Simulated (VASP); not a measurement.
# Ag (C2/c) in VASP: further runs

Runs on Ag. Level: PBEsol. Tasks: single point.

Program: VASP 6.6.1. These are calculated values, not measurements. Logs are shortened: lines on timing, memory, paths and dates and some standing lists are left out, and cuts for length are marked.

**1. The cell of the first run**

It takes space group C2/c (No. 15, monoclinic). Conventional cell: a = 2.927 Å, b = 5.067 Å, c = 4.856 Å, α = 90.00°, β = 90.16°, γ = 90.00°. Within 3.9 Å of Ag (site symmetry 2) lie 12 Ag at 2.93 to 2.96 Å.

This isn't the form of Ag at room conditions, which is fcc.

**2. Single point, PBEsol (18.00 Å³/atom)**

Input file INCAR:

```
SYSTEM = Ag
  ALGO = Normal
  EDIFF = 1E-6
  ENCUT = 500
  GGA = PS
  GGA_COMPAT = .False.
  ISIF = 2
  ISMEAR = -1
  LASPH = .True.
  LCHARG = .False.
  LREAL = .False.
  LWAVE = .False.
  NBANDS = 18
  NELM = 120
  PREC = Accurate
  SIGMA = 0.1
```

Input file KPOINTS:

```
k-points
0
Gamma
  16 16 8
  0 0 0
```

Input file POSCAR:

```
Ag
1.0
   -1.9656855532      1.6172947411      1.4424003501
    1.6172947411     -1.9656855532      1.4424003501
    3.7343273834      3.7343273834     -2.0804787606
Ag
2
Direct
    0.9585787652      0.0414212348      1.0000000000
    0.7914212348      0.2085787652      0.5000000000
```

Potentials or basis: VASP PAW PBE potentials, release 64 (Ag).

Launch:

```
> cat potpaw_PBE.64/Ag/POTCAR > POTCAR
> mpirun -np 1 vasp_std > vasp.out
```

OUTCAR:

```text
SYSTEM = Ag
   EDIFF = 1E-6
   ENCUT = 500
   GGA = PS
   ISIF = 2
   ISMEAR = -1
   LASPH = .True.
   LREAL = .False.
   NELM = 120
   PREC = Accurate

 ion  position               nearest neighbor table
   1  0.959  0.041  0.000-   2 2.96   2 2.96   2 2.96   2 2.96   2 2.96   2 2.96
   2  0.791  0.209  0.500-   1 2.96   1 2.96   1 2.96   1 2.96   1 2.96   1 2.96

  Warning from LATTYP: Got some problem with cell dimensions!
  Tried to take original basis but could not verify dimensions!
  LATTYP: Found a base centered monoclinic cell.
 ALAT       =     2.9265726363
 B/A-ratio  =     1.7314107509
 C/A-ratio  =     1.6591145358
 COS(beta)  =    -0.0027410139

  Lattice vectors:

 A1 = (  -1.9656855532,   1.6172947411,   1.4424003501)
 A2 = (   1.6172947411,  -1.9656855532,   1.4424003501)
 A3 = (   3.3859365713,   3.3859365713,   0.8043219396)

Analysis of symmetry for initial positions (statically):
=====================================================================
 Subroutine PRICEL returns:
 Original cell was already a primitive cell.

 Routine SETGRP: Setting up the symmetry group for a
 base centered monoclinic supercell.

 Subroutine GETGRP returns: Found  4 space group operations
 (whereof  2 operations were pure point group operations)
 out of a pool of  4 trial point group operations.

The static configuration has the point symmetry C_2 .
 The point group associated with its full space group is C_2h.

Analysis of symmetry for dynamics (positions and initial velocities):
=====================================================================
 Subroutine PRICEL returns:
 Original cell was already a primitive cell.

 Routine SETGRP: Setting up the symmetry group for a
 base centered monoclinic supercell.

 Subroutine GETGRP returns: Found  4 space group operations
 (whereof  2 operations were pure point group operations)
 out of a pool of  4 trial point group operations.

The dynamic configuration has the point symmetry C_2 .
 The point group associated with its full space group is C_2h.

 Subroutine INISYM returns: Found  4 space group operations
 (whereof  2 operations are pure point group operations),
 and found     1 'primitive' translations

----------------------------------------------------------------------------------------

[... 87 lines left out ...]
   LNONCOLLINEAR =      F non collinear calculations
   LSORBIT =      F    spin-orbit coupling
   LASPH  =      T    aspherical Exc in radial PAW
   ENCUT  =  500.0 eV  36.75 Ry    6.06 a.u.   5.33  5.33 10.35*2*pi/ulx,y,z
   NELM   =    120;   NELMIN=  2; NELMDL= -5     # of ELM steps
   EDIFF  = 0.1E-05   stopping-criterion for ELM
   LREAL  =      F    real-space projection
   EDIFFG = 0.1E-04   stopping-criterion for IOM
   NSW    =      0    number of steps for IOM
   IBRION =     -1    ionic relax: 0-MD 1-quasi-New 2-CG
   NFREE  =      0    steps in history (QN), initial steepest desc. (CG)
   ISIF   =      2    stress and relaxation
   ISYM   =      2    0-nonsym 1-usesym 2-fastsym
   POTIM  = 0.5000    time-step for ionic-motion
   TEBEG  =    0.0;   TEEND  =   0.0 temperature during run
   PSTRESS=    0.0 pullay stress
   NELECT =      22.0000    total number of electrons
   NUPDOWN=      -1.0000    fix difference up-down
   EMIN   =  10.00;   EMAX   =-10.00  energy-range for DOS
   EFERMI =   0.00;   METHOD = LEGACY
   ISMEAR =    -1;   SIGMA  =   0.10  broadening in eV -4-tet -1-fermi 0-gaus
   EFERMI_NEDOS =   21; number of points for ismear=-14 and -15
   IALGO  =     38    algorithm
   IMIX   =      4    mixing-type and parameters
     AMIX     =   0.40;   BMIX     =  1.00
     AMIX_MAG =   1.60;   BMIX_MAG =  1.00
  volume/ion in A,a.u.               =      18.00       121.48
  Fermi-wavevector in a.u.,A,eV,Ry     =   1.389232  2.625268 26.258778  1.929966
  Thomas-Fermi vector in A             =   2.513282
   LORBIT       =      0    0 simple, 1 ext, 2 COOP (PROOUT), +10 PAW based schemes
   GGA     = PS    functional components
   LHFCALC =     F    Hartree Fock is set to
   AEXX    =    0.0000 exact exchange contribution
   IVDW    =     0    specifies the selected vdW correction
   LEPSILON=     F    determine dielectric tensor
   LRPA    =     F    only Hartree local field effects (RPA)
 non-spin polarized calculation
  energy-cutoff  :      500.00
  volume of cell :       36.00
 maximum number of plane-waves:       930
 NGX is ok and might be reduce to    24
   NGX = 11   NGY = 11   NGZ = 21

 number of electron      22.0000001 magnetization

 Free energy of the ion-electron system (eV)
  ---------------------------------------------------
  ext. energy  EPLUGINS =         0.00000000
  ---------------------------------------------------
  free energy    TOTEN  =        -6.54857994 eV

  energy without entropy =       -6.52879736  energy(sigma->0) =       -6.53868865

 E-fermi :   7.4690     XC(G=0): -12.0899

 val. band max:        7.4678877683   @ k =  -0.1875   0.5000   0.3750
 cond. band min:       7.4700199325   @ k =   0.5000   0.3125   0.5000
 fundamental gap:      0.0021321642
 Fermi energy:         7.4689653607

 k-point     1 :       0.0000    0.0000    0.0000
  band No.  band energies     occupation
      1       0.0632      2.00000
      2       1.4253      2.00000
      3       2.8566      2.00000
      4       3.0015      2.00000
      5       3.0036      2.00000
      6       3.2053      2.00000
[... 481 lines left out ...]
      5       3.0559      2.00000
      6       3.1878      2.00000
[... 10 lines left out ...]
     17      24.6289      0.00000
     18      25.7400      0.00000

 [... further k-points ...]

------------------------ aborting loop because EDIFF is reached ----------------------------------------

  FORCE on cell =-STRESS in cart. coord.  units (eV):
  Direction    XX          YY          ZZ          XY          YZ          ZX
  --------------------------------------------------------------------------------------
  -------------------------------------------------------------------------------------
  Total       -1.6417206     -1.6417206     -1.5611426     -0.0837973     -0.0125059     -0.0125058
  in kB      -73.0612416    -73.0612416    -69.4752944     -3.7292164     -0.5565465     -0.5565441
  external PRESSURE =     -71.8659259 kB  Pullay stress =       0.0000000 kB

 VOLUME and BASIS-vectors are now :
 -----------------------------------------------------------------------------
  energy-cutoff  :      500.00
  volume of cell :       36.00
      direct lattice vectors                 reciprocal lattice vectors
    -1.965685553  1.617294741  1.442400350    -0.036021321  0.243075944  0.371649913
     1.617294741 -1.965685553  1.442400350     0.243075944 -0.036021321  0.371649913
     3.734327383  3.734327383 -2.080478761     0.143551411  0.143551411  0.034672754

 POSITION                                       TOTAL-FORCE (eV/Angst)
 -----------------------------------------------------------------------------------
     -1.81727      1.46888      1.44240        -0.000050      0.000050      0.000000
      0.64881      2.73712      0.40216         0.000050     -0.000050     -0.000000
 -----------------------------------------------------------------------------------
    total drift:                                0.000000     -0.000000      0.000000

  FREE ENERGIE OF THE ION-ELECTRON SYSTEM (eV)
  ---------------------------------------------------
  free  energy   TOTEN  =        -6.5485799372 eV

  energy  without entropy=       -6.5287973641  energy(sigma->0) =       -6.53868865
```

Wall time 6.1 min (1 thread of Oxide Virtual Turin-like, shared host); peak memory 0.36 GiB.

What came out:

| Quantity | Value |
| --- | --- |
| Free energy | -6.5486 eV |
| Pressure | -7.2 GPa |
| Band gap on the k mesh | zero (bands 11 and 12 overlap by 6.83 eV) |

Caveat: the cell stands under tension; the PAW data sets were made with another functional, which shifts forces and pressure a little.

**3. Single point, PBEsol (18.67 Å³/atom)**

This run uses another cell than the first one, of 18.67 Å³/atom.

Input file INCAR:

```
PREC     = Accurate       # precision mode
ENCUT    = 500            # plane-wave cutoff, eV
EDIFF    = 1E-6           # SCF threshold, eV
ISMEAR   = -1             # smearing method
SIGMA    = 0.1            # smearing width, eV
LREAL    = F              # projectors in reciprocal space
LASPH    = T              # aspherical terms in the spheres
NELM     = 120            # most SCF steps
ALGO     = Normal         # electronic algorithm
ISIF     = 2              # what is computed and relaxed
LWAVE    = F              # write WAVECAR
LCHARG   = T              # write CHGCAR
GGA      = PS             # functional
LELF     = T              # ELF
LVHAR    = T            
NBANDS   = 18             # bands
GGA_COMPAT= F
```

Input file KPOINTS:

```
Automatic mesh
0
Gamma
  16 16 8
```

Input file POSCAR:

```
Ag
1.0
   -1.9896596910      1.6370197917      1.4599923320
    1.6370197917     -1.9896596910      1.4599923320
    3.7798724500      3.7798724500     -2.1058529536
Ag
2
Direct
    0.9585787652      0.0414212348      1.0000000000
    0.7914212348      0.2085787652      0.5000000000
```

Potentials or basis: VASP PAW PBE potentials, release 64 (Ag).

Launch:

```
> cat potpaw_PBE.64/Ag/POTCAR > POTCAR
> mpirun -np 1 vasp_std > vasp.out
```

It took 8.8 min on 1 thread of Oxide Virtual Turin-like, shared host; peak memory 0.36 GiB.

The run converged. Its results:

| Property | Result |
| --- | --- |
| Free energy | -6.4788 eV |
| Pressure | -9.6 GPa |
| Band gap on the k mesh | zero (bands 11 and 12 overlap by 6.70 eV) |

Stress tensor (GPa, compression positive):
```
-9.66 -0.29 -0.04
-0.29 -9.66 -0.04
-0.04 -0.04 -9.39
```

Levels at points of the mesh, in eV from the Fermi level:
```
           k point  band 7  band 8  band 9  band 10  band 11  band 12  band 13  band 14  band 15  band 16
(0.00, 0.00, 0.00)   -4.16   -3.80   -3.80    -2.98    -2.97    -0.29     2.93    15.49    16.87    17.44
(0.50, 0.00, 0.00)   -3.01   -3.01   -2.76    -2.76     0.85     0.88     4.11     4.15    12.99    12.99
(0.50, 0.50, 0.00)   -3.53   -2.84   -2.83    -2.72     0.19     1.42     6.38     6.71     8.49     9.75
(0.00, 0.00, 0.50)   -4.21   -4.21   -3.25    -3.25    -3.24    -3.24    10.14    10.14    15.82    15.82
(0.50, 0.00, 0.50)   -3.53   -2.84   -2.83    -2.72     0.18     1.42     6.37     6.70     8.50     9.76
(0.50, 0.50, 0.50)   -3.01   -3.01   -2.76    -2.76     0.87     0.87     4.14     4.14    12.98    12.98
```

Caveat: the cell stands under tension; the PAW data sets were made with another functional, which shifts forces and pressure a little.
